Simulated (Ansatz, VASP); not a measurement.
# Si2Mo: VASP beside Ansatz

File INCAR:

```
SYSTEM = Si2Mo
PREC = Accurate ; ENCUT = 520
EDIFF = 1E-6 ; ISMEAR = -1
SIGMA = 0.05 ; LREAL = .FALSE.
LASPH = .TRUE. ; NELM = 80
ALGO = Normal ; ISIF = 2
LWAVE = .FALSE. ; LCHARG = .TRUE.
GGA = PS ; LELF = .TRUE.
LVHAR = .TRUE. ; NBANDS = 18
```

The input KPOINTS:

```
Automatic mesh
0
G
  14 14 14
  0 0 0
```

File POSCAR:

```
Si2Mo
1.0
   -1.5601139337      1.5601139337      3.8417107605
    1.5601139337     -1.5601139337      3.8417107605
    1.5601139337      1.5601139337     -3.8417107605
Mo Si
1 2
Direct
    0.0000000000      0.0000000000      0.0000000000
    0.3342079817      0.3342079817      0.0000000000
   -0.3342079817     -0.3342079817      0.0000000000
```

Input for Ansatz:

```yaml
crystal:
  lattice:
    - [-1.5601139337, 1.5601139337, 3.8417107605]
    - [1.5601139337, -1.5601139337, 3.8417107605]
    - [1.5601139337, 1.5601139337, -3.8417107605]
  atoms:
    - { symbol: Mo, position: [0.0, 0.0, 0.0] }
    - { symbol: Si, position: [0.3342079817, 0.3342079817, 0.0] }
    - { symbol: Si, position: [-0.3342079817, -0.3342079817, 0.0] }
kpoints:
  mp_grid: { grid: [14, 14, 14] }
scf:
  occupations: { method: fermi_dirac, width: 0.05 }
hamiltonian:
  xc: pbesol
  pseudopotentials: { kind: paw }
output:
  forces: true
  stress: true
  eigenvalues: true
  populations: true
```

Change from the starting cell: volume scaled by 0.94, PAW files.

Alike in both runs: task single point; functional PBEsol; k mesh 14 × 14 × 14; occupations fermi-dirac, width 0.05 eV; no spin polarisation.

|  | VASP | Ansatz |
| --- | --- | --- |
| version | VASP 6.6.1 | Ansatz 0.2.0 |
| potentials or method | VASP PAW PBE potentials, release 64 (Mo_sv, Si) | PAW with Ansatz's default frozen-core files, scalar-relativistic |
| plane-wave cutoff (eV) | 520 | 420 |
| valence electrons in the cell | 22 | 22 |

```tsv
	VASP	Ansatz	Ansatz less VASP
pressure (GPa)	16.0	15.5	-0.49
rms of the force components (eV/Å)	0.003	0.000	-0.0031
```

VASP's potentials were made for PBE, not for PBEsol. Atom by atom the forces differ by 0.003 eV/Å (rms over components). With one functional, cell and mesh, what is left measures potentials, basis and numerics.
